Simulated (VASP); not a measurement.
# Na2Ag in VASP: further runs

Runs on Na2Ag. Level: PBE. Tasks: single point, relaxation of cell and atoms.

All numbers are computed with VASP 6.6.1; they aren't measurements. Logs are shortened: lines on timing, memory, paths and dates and some standing lists are left out, and cuts for length are marked.

## 1. The cell of the first run

The structure is hexagonal, space group P6/mmm (No. 191). Conventional cell: a = 5.183 Å, b = 5.183 Å, c = 3.114 Å, α = 90.00°, β = 90.00°, γ = 120.00°. Na (site symmetry -6m2) has 5 Na at 2.99 to 3.11 Å and 6 Ag at 3.37 Å within 3.9 Å. Ag (site symmetry 6/mmm) has 2 Ag at 3.11 Å and 12 Na at 3.37 Å within 4.1 Å.

## 2. Single point, PBE

INCAR reads:

```
PREC = Accurate
ENCUT = 500
EDIFF = 1E-6
ISMEAR = -1
SIGMA = 0.1
LREAL = False
LASPH = True
NELM = 120
ALGO = Normal
ISIF = 2
LWAVE = False
LCHARG = False
GGA = PE
NBANDS = 20
GGA_COMPAT = False
```

KPOINTS reads:

```
regular mesh
0
Gamma
  5 5 5
```

POSCAR reads:

```
Na2Ag
1.0
    5.1826558187     -0.0000003420      0.0000000000
   -2.5913276131      4.4883117691      0.0000000000
    0.0000000000      0.0000000000      3.1141930410
Na Ag
2 1
Direct
    0.3333333333      0.6666666667      0.5000000000
    0.6666666667      0.3333333333      0.5000000000
    0.0000000000      0.0000000000      0.0000000000
```

Potentials or basis: VASP PAW PBE potentials, release 64 (Na_pv, Ag).

The run is started by

```console
$ cat potpaw_PBE.64/Na_pv/POTCAR potpaw_PBE.64/Ag/POTCAR > POTCAR
$ mpirun -np 1 vasp_std > vasp.out
```

OUTCAR:

```text
PREC = Accurate
   ENCUT = 500
   EDIFF = 1E-6
   ISMEAR = -1
   LREAL = False
   LASPH = True
   NELM = 120
   ISIF = 2
   GGA = PE

 ion  position               nearest neighbor table
   1  0.333  0.667  0.500-
   2  0.667  0.333  0.500-
   3  0.000  0.000  0.000-

  LATTYP: Found a hexagonal cell.
 ALAT       =     5.1826558187
 C/A-ratio  =     0.6008874890

  Lattice vectors:

 A1 = (   5.1826558187,  -0.0000003420,   0.0000000000)
 A2 = (  -2.5913276131,   4.4883117691,   0.0000000000)
 A3 = (   0.0000000000,   0.0000000000,   3.1141930410)

Analysis of symmetry for initial positions (statically):
=====================================================================
 Subroutine PRICEL returns:
 Original cell was already a primitive cell.

 Routine SETGRP: Setting up the symmetry group for a
 hexagonal supercell.

 Subroutine GETGRP returns: Found 24 space group operations
 (whereof 24 operations were pure point group operations)
 out of a pool of 24 trial point group operations.

The static configuration has the point symmetry D_6h.

Analysis of symmetry for dynamics (positions and initial velocities):
=====================================================================
 Subroutine PRICEL returns:
 Original cell was already a primitive cell.

 Routine SETGRP: Setting up the symmetry group for a
 hexagonal supercell.

 Subroutine GETGRP returns: Found 24 space group operations
 (whereof 24 operations were pure point group operations)
 out of a pool of 24 trial point group operations.

The dynamic configuration has the point symmetry D_6h.

 Subroutine INISYM returns: Found 24 space group operations
 (whereof 24 operations are pure point group operations),
 and found     1 'primitive' translations

----------------------------------------------------------------------------------------

                                     Primitive cell

  volume of cell :      72.4404

  direct lattice vectors                    reciprocal lattice vectors
     5.182655819 -0.000000342  0.000000000     0.192951273  0.111400452  0.000000000
    -2.591327613  4.488311769  0.000000000     0.000000015  0.222800930  0.000000000
     0.000000000  0.000000000  3.114193041     0.000000000  0.000000000  0.321110473

  length of vectors
     5.182655819  5.182655819  3.114193041     0.222800930  0.222800930  0.321110473

  position of ions in fractional coordinates (direct lattice)
     0.333333333  0.666666667  0.500000000
     0.666666667  0.333333333  0.500000000
     0.000000000  0.000000000  0.000000000

  ion indices of the primitive-cell ions
   primitive index   ion index
                 1           1
                 2           2
                 3           3

----------------------------------------------------------------------------------------

 KPOINTS: regular mesh

Automatic generation of k-mesh.
 Grid dimensions read from file:
 generate k-points for:    5    5    5

 Generating k-lattice:

  Cartesian coordinates                     Fractional coordinates (reciprocal lattice)
     0.038590255  0.022280090  0.000000000     0.200000000 -0.000000000  0.000000000
     0.000000003  0.044560186  0.000000000     0.000000000  0.200000000  0.000000000
     0.000000000  0.000000000  0.064222095     0.000000000  0.000000000  0.200000000

  Length of vectors
     0.044560186  0.044560186  0.064222095

  Shift w.r.t. Gamma in fractional coordinates (k-lattice)
     0.000000000  0.000000000  0.000000000

 Subroutine IBZKPT returns following result:
 ===========================================

 Found     15 irreducible k-points:

 Following reciprocal coordinates:
            Coordinates               Weight
  0.000000  0.000000  0.000000      1.000000
  0.200000  0.000000  0.000000      6.000000
  0.400000 -0.000000  0.000000      6.000000
  0.200000  0.200000  0.000000      6.000000
  0.400000  0.200000  0.000000      6.000000
  0.000000  0.000000  0.200000      2.000000
  0.200000  0.000000  0.200000     12.000000
  0.400000 -0.000000  0.200000     12.000000
  0.200000  0.200000  0.200000     12.000000
  0.400000  0.200000  0.200000     12.000000
  0.000000  0.000000  0.400000      2.000000
  0.200000  0.000000  0.400000     12.000000
  0.400000 -0.000000  0.400000     12.000000
  0.200000  0.200000  0.400000     12.000000
  0.400000  0.200000  0.400000     12.000000
   k-points           NKPTS =     15   k-points in BZ     NKDIM =     15   number of bands    NBANDS=     20
   number of dos      NEDOS =    301   number of ions     NIONS =      3
   total plane-waves  NPLWV =  38400
   dimension x,y,z NGX =    40 NGY =   40 NGZ =   24
   dimension x,y,z NGXF=    80 NGYF=   80 NGZF=   48
   ions per type =               2   1
   NGX,Y,Z   is equivalent  to a cutoff of  12.83, 12.83, 12.81 a.u.
   NGXF,Y,Z  is equivalent  to a cutoff of  25.66, 25.66, 25.62 a.u.
 SYSTEM =  unknown system
   PREC   = accura    normal or accurate (medium, high low for compatibility)
   ISTART =      0    job   : 0-new  1-cont  2-samecut
   ICHARG =      2    charge: 1-file 2-atom 10-const
   ISPIN  =      1    spin polarized calculation?
   LNONCOLLINEAR =      F non collinear calculations
   LSORBIT =      F    spin-orbit coupling
   LASPH  =      T    aspherical Exc in radial PAW
   ENCUT  =  500.0 eV  36.75 Ry    6.06 a.u.   9.45  9.45  5.68*2*pi/ulx,y,z
   NELM   =    120;   NELMIN=  2; NELMDL= -5     # of ELM steps
   EDIFF  = 0.1E-05   stopping-criterion for ELM
   LREAL  =      F    real-space projection
   EDIFFG = 0.1E-04   stopping-criterion for IOM
   NSW    =      0    number of steps for IOM
   IBRION =     -1    ionic relax: 0-MD 1-quasi-New 2-CG
   NFREE  =      0    steps in history (QN), initial steepest desc. (CG)
   ISIF   =      2    stress and relaxation
   ISYM   =      2    0-nonsym 1-usesym 2-fastsym
   POTIM  = 0.5000    time-step for ionic-motion
   TEBEG  =    0.0;   TEEND  =   0.0 temperature during run
   PSTRESS=    0.0 pullay stress
   NELECT =      25.0000    total number of electrons
   NUPDOWN=      -1.0000    fix difference up-down
   EMIN   =  10.00;   EMAX   =-10.00  energy-range for DOS
   EFERMI =   0.00;   METHOD = LEGACY
   ISMEAR =    -1;   SIGMA  =   0.10  broadening in eV -4-tet -1-fermi 0-gaus
   EFERMI_NEDOS =   21; number of points for ismear=-14 and -15
   IALGO  =     38    algorithm
   IMIX   =      4    mixing-type and parameters
     AMIX     =   0.40;   BMIX     =  1.00
     AMIX_MAG =   1.60;   BMIX_MAG =  1.00
  volume/ion in A,a.u.               =      24.15       162.95
  Fermi-wavevector in a.u.,A,eV,Ry     =   1.148315  2.170002 17.941028  1.318628
  Thomas-Fermi vector in A             =   2.284991
   LORBIT       =      0    0 simple, 1 ext, 2 COOP (PROOUT), +10 PAW based schemes
   GGA     = PE    functional components
   LHFCALC =     F    Hartree Fock is set to
   AEXX    =    0.0000 exact exchange contribution
   IVDW    =     0    specifies the selected vdW correction
   LEPSILON=     F    determine dielectric tensor
   LRPA    =     F    only Hartree local field effects (RPA)
 non-spin polarized calculation
  energy-cutoff  :      500.00
  volume of cell :       72.44
 maximum number of plane-waves:      1855
 NGX is ok and might be reduce to    40
   NGX = 19   NGY = 19   NGZ = 11

 number of electron      25.0000019 magnetization

 Free energy of the ion-electron system (eV)
  ---------------------------------------------------
  ext. energy  EPLUGINS =         0.00000000
  ---------------------------------------------------
  free energy    TOTEN  =        -5.34457780 eV

  energy without entropy =       -5.31619639  energy(sigma->0) =       -5.33038710

 E-fermi :   2.7386     XC(G=0):  -8.5237

 val. band max:        2.6023297629   @ k =   0.2000   0.2000   0.2000
 cond. band min:       2.7691242461   @ k =   0.2000   0.2000   0.0000
 fundamental gap:      0.1667944831
 Fermi energy:         2.7385633853

 k-point     1 :       0.0000    0.0000    0.0000
  band No.  band energies     occupation
      1     -22.0636      2.00000
      2     -22.0636      2.00000
      3     -21.9828      2.00000
      4     -21.9623      2.00000
      5     -21.9623      2.00000
      6     -21.9612      2.00000
[... 12 lines left out ...]
     19      13.3600      0.00000
     20      13.9611      0.00000

 k-point     2 :       0.2000    0.0000    0.0000
  band No.  band energies     occupation
      1     -22.0671      2.00000
      2     -22.0570      2.00000
      3     -21.9810      2.00000
      4     -21.9695      2.00000
      5     -21.9630      2.00000
      6     -21.9589      2.00000
[... 12 lines left out ...]
     19      13.6215      0.00000
     20      13.9776      0.00000

 k-point     3 :       0.4000   -0.0000    0.0000
  band No.  band energies     occupation
      1     -22.0723      2.00000
      2     -22.0435      2.00000
      3     -21.9841      2.00000
      4     -21.9768      2.00000
      5     -21.9672      2.00000
      6     -21.9537      2.00000
[... 12 lines left out ...]
     19      12.9584      0.00000
     20      13.6011      0.00000

 k-point     4 :       0.2000    0.2000    0.0000
  band No.  band energies     occupation
      1     -22.0732      2.00000
      2     -22.0434      2.00000
      3     -21.9837      2.00000
      4     -21.9778      2.00000
      5     -21.9661      2.00000
      6     -21.9532      2.00000
[... 12 lines left out ...]
     19      13.0688      0.00000
     20      14.1016      0.00000

 k-point     5 :       0.4000    0.2000    0.0000
  band No.  band energies     occupation
      1     -22.0771      2.00000
      2     -22.0285      2.00000
      3     -21.9988      2.00000
      4     -21.9742      2.00000
      5     -21.9698      2.00000
      6     -21.9496      2.00000
[... 12 lines left out ...]
     19      13.6487      0.00000
     20      14.6243      0.00000

 k-point     6 :       0.0000    0.0000    0.2000
  band No.  band energies     occupation
      1     -22.0584      2.00000
      2     -22.0584      2.00000
      3     -22.0224      2.00000
      4     -21.9964      2.00000
      5     -21.9587      2.00000
      6     -21.9587      2.00000
[... 12 lines left out ...]
     19       8.6905      0.00000
     20      14.6990      0.00000

 k-point     7 :       0.2000    0.0000    0.2000
  band No.  band energies     occupation
      1     -22.0618      2.00000
      2     -22.0519      2.00000
      3     -22.0202      2.00000
      4     -21.9986      2.00000
      5     -21.9657      2.00000
      6     -21.9554      2.00000
[... 12 lines left out ...]
     19      10.0738      0.00000
     20      13.1400      0.00000

 k-point     8 :       0.4000   -0.0000    0.2000
  band No.  band energies     occupation
      1     -22.0669      2.00000
      2     -22.0386      2.00000
      3     -22.0152      2.00000
      4     -22.0035      2.00000
      5     -21.9800      2.00000
      6     -21.9503      2.00000
[... 12 lines left out ...]
     19      11.7234      0.00000
     20      12.9993      0.00000

 k-point     9 :       0.2000    0.2000    0.2000
  band No.  band energies     occupation
      1     -22.0677      2.00000
      2     -22.0386      2.00000
      3     -22.0165      2.00000
      4     -22.0023      2.00000
      5     -21.9795      2.00000
      6     -21.9498      2.00000
[... 12 lines left out ...]
     19      11.7207      0.00000
     20      12.1872      0.00000

 k-point    10 :       0.4000    0.2000    0.2000
  band No.  band energies     occupation
      1     -22.0714      2.00000
      2     -22.0240      2.00000
      3     -22.0123      2.00000
      4     -22.0064      2.00000
      5     -21.9943      2.00000
      6     -21.9463      2.00000
[... 12 lines left out ...]
     19      11.1194      0.00000
     20      11.8916      0.00000

 k-point    11 :       0.0000    0.0000    0.4000
  band No.  band energies     occupation
      1     -22.0859      2.00000
      2     -22.0530      2.00000
      3     -22.0499      2.00000
      4     -22.0499      2.00000
      5     -21.9529      2.00000
      6     -21.9529      2.00000
[... 12 lines left out ...]
     19       9.4750      0.00000
     20      10.9587      0.00000

 k-point    12 :       0.2000    0.0000    0.4000
  band No.  band energies     occupation
      1     -22.0831      2.00000
      2     -22.0558      2.00000
      3     -22.0533      2.00000
      4     -22.0435      2.00000
      5     -21.9597      2.00000
      6     -21.9496      2.00000
[... 12 lines left out ...]
     19      10.1801      0.00000
     20      10.4917      0.00000

 k-point    13 :       0.4000   -0.0000    0.4000
  band No.  band energies     occupation
      1     -22.0766      2.00000
      2     -22.0622      2.00000
      3     -22.0582      2.00000
      4     -22.0301      2.00000
      5     -21.9737      2.00000
      6     -21.9447      2.00000
[... 12 lines left out ...]
     19      10.2034      0.00000
     20      12.0546      0.00000

 k-point    14 :       0.2000    0.2000    0.4000
  band No.  band energies     occupation
      1     -22.0782      2.00000
      2     -22.0606      2.00000
      3     -22.0588      2.00000
      4     -22.0305      2.00000
      5     -21.9731      2.00000
      6     -21.9443      2.00000
[... 12 lines left out ...]
     19       9.4799      0.00000
     20      12.0241      0.00000

 k-point    15 :       0.4000    0.2000    0.4000
  band No.  band energies     occupation
      1     -22.0727      2.00000
      2     -22.0660      2.00000
      3     -22.0623      2.00000
      4     -22.0160      2.00000
      5     -21.9878      2.00000
      6     -21.9409      2.00000
[... 12 lines left out ...]
     19      11.3763      0.00000
     20      12.2149      0.00000

------------------------ aborting loop because EDIFF is reached ----------------------------------------

  FORCE on cell =-STRESS in cart. coord.  units (eV):
  Direction    XX          YY          ZZ          XY          YZ          ZX
  --------------------------------------------------------------------------------------
  -------------------------------------------------------------------------------------
  Total       -0.0105742     -0.0105742     -0.0142426     -0.0000000      0.0000000     -0.0000000
  in kB       -0.2338719     -0.2338719     -0.3150066     -0.0000000      0.0000000     -0.0000000
  external PRESSURE =      -0.2609168 kB  Pullay stress =       0.0000000 kB

 VOLUME and BASIS-vectors are now :
 -----------------------------------------------------------------------------
  energy-cutoff  :      500.00
  volume of cell :       72.44
      direct lattice vectors                 reciprocal lattice vectors
     5.182655819 -0.000000342  0.000000000     0.192951273  0.111400452  0.000000000
    -2.591327613  4.488311769  0.000000000     0.000000015  0.222800930  0.000000000
     0.000000000  0.000000000  3.114193041     0.000000000  0.000000000  0.321110473

 POSITION                                       TOTAL-FORCE (eV/Angst)
 -----------------------------------------------------------------------------------
      0.00000      2.99221      1.55710        -0.000000      0.000000      0.000000
      2.59133      1.49610      1.55710         0.000000     -0.000000      0.000000
      0.00000      0.00000      0.00000        -0.000000     -0.000000      0.000000
 -----------------------------------------------------------------------------------
    total drift:                               -0.000000      0.000000      0.000000

  FREE ENERGIE OF THE ION-ELECTRON SYSTEM (eV)
  ---------------------------------------------------
  free  energy   TOTEN  =        -5.3445778029 eV

  energy  without entropy=       -5.3161963889  energy(sigma->0) =       -5.33038710
```

It took 6.6 s on 1 thread of Intel Xeon 6975P-C (Granite Rapids), shared host; peak memory 0.18 GiB.

What came out:

* Free energy: -5.3446 eV
* Pressure: 0.0 GPa
* Band gap on the k mesh: zero (an odd number of electrons rules out a gap without spin polarisation)

Caveat: the k points lie up to 0.40 Å⁻¹ apart, too coarse for converged energies and pressures of a metal.

## 3. Single point, PBE

INCAR reads:

```
SYSTEM = Na2Ag
PREC     = Accurate       ! precision mode
ENCUT    = 500            ! plane-wave cutoff, eV
EDIFF    = 1E-6           ! SCF threshold, eV
ISMEAR   = -1             ! smearing method
SIGMA    = 0.1            ! smearing width, eV
LREAL    = .False.        ! projectors in reciprocal space
LASPH    = .True.         ! aspherical terms in the spheres
NELM     = 120            ! most SCF steps
ALGO     = Normal         ! electronic algorithm
ISIF     = 2              ! what is computed and relaxed
LWAVE    = .False.        ! write WAVECAR
LCHARG   = .False.        ! write CHGCAR
GGA      = PE             ! functional
NBANDS   = 20             ! bands
GGA_COMPAT= .False.
```

KPOINTS reads:

```
Automatic mesh
0
Gamma
  5 5 5
  0 0 0
```

POSCAR reads:

```
Na2Ag
1.0
    5.1826090324     -0.0000003420      0.0000000000
   -2.5913042200      4.4882712510      0.0000000000
    0.0000000000      0.0000000000      3.1141847225
Na Ag
2 1
Direct
    0.3333333333      0.6666666667      0.5000000000
    0.6666666667      0.3333333333      0.5000000000
    0.0000000000      0.0000000000      0.0000000000
```

Potentials or basis: VASP PAW PBE potentials, release 64 (Na_pv, Ag).

The run is started by

```console
$ cat potpaw_PBE.64/Na_pv/POTCAR potpaw_PBE.64/Ag/POTCAR > POTCAR
$ mpirun -np 1 vasp_std > vasp.out
```

It took 6.8 s on 1 thread of Intel Xeon 6975P-C (Granite Rapids), shared host; peak memory 0.18 GiB.

It converged, with:

```yaml
Free_energy: -5.3446 eV
Pressure: 0.0 GPa
Band_gap_on_the_k_mesh: zero (an odd number of electrons rules out a gap without spin polarisation)
```

Levels at points of the mesh, in eV from the Fermi level:
```tsv
k point	band 10	band 11	band 12	band 13	band 14	band 15
(0.00, 0.00, 0.00)	-4.27	-3.69	-3.69	2.11	2.11	3.80
```

Caveat: the k points lie up to 0.40 Å⁻¹ apart, too coarse for converged energies and pressures of a metal.

## 4. Relaxation of cell and atoms, PBE

This run uses another cell than the first one, of 21.16 Å³/atom.

INCAR reads:

```
PREC = Accurate
ENCUT = 500
EDIFF = 1E-7
ISMEAR = -1
SIGMA = 0.1
LREAL = F
LASPH = T
NELM = 120
ALGO = Normal
ISIF = 3
LWAVE = F
LCHARG = F
GGA = PE
IBRION = 2
NSW = 60
EDIFFG = -0.01
GGA_COMPAT = F
NELMIN = 4
```

KPOINTS reads:

```
Automatic mesh
0
Gamma
  5 5 5
```

POSCAR reads:

```
Na2Ag
1.0
    4.3739770000      0.0000000000      0.0000000000
   -2.1869880000      3.7879790000      0.0000000000
    0.0000000000      0.0000000000      3.8315070000
Na Ag
2 1
Direct
    0.3333000000      0.6667000000      0.5000000000
    0.6666000000      0.3333000000      0.5000000000
    0.0000000000      0.0000000000      0.0000000000
```

The run is started by

```console
$ cat potpaw_PBE.64/Na_pv/POTCAR potpaw_PBE.64/Ag/POTCAR > POTCAR
$ mpirun -np 1 vasp_std > vasp.out
```

It took 65 s on 1 thread of Intel Xeon 6975P-C (Granite Rapids), shared host; peak memory 0.18 GiB.

It converged, with:

```yaml
Free_energy: -5.3266 eV
Relaxed_volume: 23.97 Å³/atom
Relaxed_cell: a = 5.166 Å, b = 5.166 Å, c = 3.112 Å, α = 90.00°, β = 90.00°, γ = 120.00°
Space_group_after_relaxing_to_0.1_Å: P6/mmm (No. 191)
Energy_gained_by_relaxing: 263.5 meV/atom
Ionic_steps: 11
Pressure_after_relaxing: 0.0 GPa
Band_gap_on_the_k_mesh: zero (an odd number of electrons rules out a gap without spin polarisation)
```

Stress tensor (GPa, compression positive):
```
-0.03  0.00  0.00
 0.00 -0.03  0.00
 0.00  0.00  0.06
```

The path:
| step | energy change (eV) | largest force (eV/Å) | pressure (GPa) | volume (Å³) |
| --- | --- | --- | --- | --- |
| 1 | 0.0000 | 0.0007 | 4.99 | 63.48 |
| 2 | -0.2684 | 0.0004 | 2.07 | 69.65 |
| 3 | -0.4725 | 0.0001 | -1.12 | 81.22 |
| 4 | -0.4877 | 0.0001 | -1.70 | 84.61 |
| 5 | -0.6490 | 0.0001 | -1.77 | 82.31 |
| 6 | -0.5077 | 0.0002 | 0.62 | 73.15 |
| 7 | -0.7462 | 0.0001 | -1.61 | 79.66 |
| 8 | -0.7544 | 0.0001 | -1.49 | 78.71 |
| 9 | -0.7874 | 0.0001 | -0.43 | 73.55 |
| 10 | -0.7900 | 0.0001 | 0.02 | 71.84 |
| 11 | -0.7906 | 0.0001 | 0.00 | 71.91 |

Final structure:
```yaml
crystal:
  lattice:
    - [5.16565, 0.00000, 0.00000]
    - [-2.58282, 4.47383, 0.00000]
    - [0.00000, 0.00000, 3.11181]
  atoms:
    - { symbol: Na, position: [0.33330, 0.66667, 0.50000] }
    - { symbol: Na, position: [0.66662, 0.33333, 0.50000] }
    - { symbol: Ag, position: [0.99998, 0.00000, 0.00000] }
```

Levels at points of the mesh, in eV from the Fermi level:
| k point | band 10 | band 11 | band 12 | band 13 | band 14 | band 15 |
| --- | --- | --- | --- | --- | --- | --- |
| (0.00, 0.00, 0.00) | -4.29 | -3.70 | -3.70 | 2.11 | 2.11 | 3.83 |

Caveat: a cell axis changed by over 15 % at a fixed basis, so the end point is rough.
